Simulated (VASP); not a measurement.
Input of a VASP 6.6.1 run:

The input INCAR:

```
PREC = Accurate
ENCUT = 520
EDIFF = 1E-6
ISMEAR = 0
SIGMA = 0.05
LREAL = False
LASPH = True
NELM = 80
ALGO = Normal
ISIF = 2
LWAVE = False
LCHARG = False
GGA = CA
NBANDS = 15
```

KPOINTS

```
Automatic mesh
0
Gamma
  6 6 6
```

Contents of POSCAR:

```
CaSe
1.0
    0.0000000000      3.3990000000      3.3000000000
    3.3990000000      0.0000000000      3.3000000000
    3.3990000000      3.3990000000      0.0000000000
Ca Se
1 1
Direct
    0.0000000000      0.0000000000      0.0000000000
    0.7500000000      0.7500000000      0.7500000000
```

Potentials or basis: VASP PAW LDA potentials, release 64 (Ca_sv, Se).

Run with:

```sh
$ cat potpaw_LDA.64/Ca_sv/POTCAR potpaw_LDA.64/Se/POTCAR > POTCAR
$ mpirun -np 1 vasp_std > vasp.out
```

Estimate the pressure.

-4.0 GPa.

Estimate the band gap on the k mesh.

2.69 eV, indirect (least direct gap 2.76 eV).

Stress tensor (GPa, compression positive):
```
-4.08  0.00  0.00
 0.00 -4.08  0.00
 0.00  0.00 -3.80
```

Caveat: the cell differs from its parent crystal (strain +0.030 along x and y, +0.000 along z). A k mesh can miss the band edges.
